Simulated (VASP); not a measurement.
Here is a VASP 6.6.1 calculation.

The input INCAR:

```
SYSTEM = W2N3
PREC = Accurate
ENCUT = 520
EDIFF = 1E-7
ISMEAR = 0
SIGMA = 0.15
LREAL = .FALSE.
LASPH = .TRUE.
NELM = 100
ALGO = Normal
ISIF = 2
LWAVE = .FALSE.
LCHARG = .FALSE.
GGA = PS
NBANDS = 54
```

File KPOINTS:

```
regular mesh
0
G
  15 15 3
  0 0 0
```

Contents of POSCAR:

```
W2N3
1.0
   -1.4423307378     -2.4981901192      0.0000000000
    1.4423307378     -2.4981901192      0.0000000000
    0.0000000000      0.0000000000     21.8943955927
W N
4 6
Direct
    0.3333333333      0.3333333333      0.3298458367
    0.6666666667      0.6666666667      0.0994126954
    0.6666666667      0.6666666667      0.6928244704
    0.3333333333      0.3333333333      0.4623913290
    0.3333333333      0.3333333333      0.1501508471
    0.6666666667      0.6666666667      0.2791076850
    0.6666666667      0.6666666667      0.5131294808
    0.3333333333      0.3333333333      0.6420863186
    0.3333333333      0.3333333333      0.0331399493
    0.6666666667      0.6666666667      0.3961185829
```

Potentials or basis: VASP PAW PBE potentials, release 64 (W_sv, N).

Launch:

```console
$ cat potpaw_PBE.64/W_sv/POTCAR potpaw_PBE.64/N/POTCAR > POTCAR
$ mpirun -np 1 vasp_std > vasp.out
```

Question: What does it give for the band gap on the k mesh?

Answer: Zero (band 43 reaches 4.32 eV, above the bottom of band 44 at 3.22 eV).

Question: Predict the pressure.

Answer: -2.2 GPa.

Question: What does it give for the largest force?

Answer: 3.432 eV/Å.

Stress tensor (GPa, compression positive):
```
 0.36  0.00  0.00
 0.00  0.36  0.00
 0.00  0.00 -7.43
```

Caveat: the PAW data sets were made with another functional, which shifts forces and pressure a little; spin-orbit coupling is left out, which moves the levels of the heavy elements.
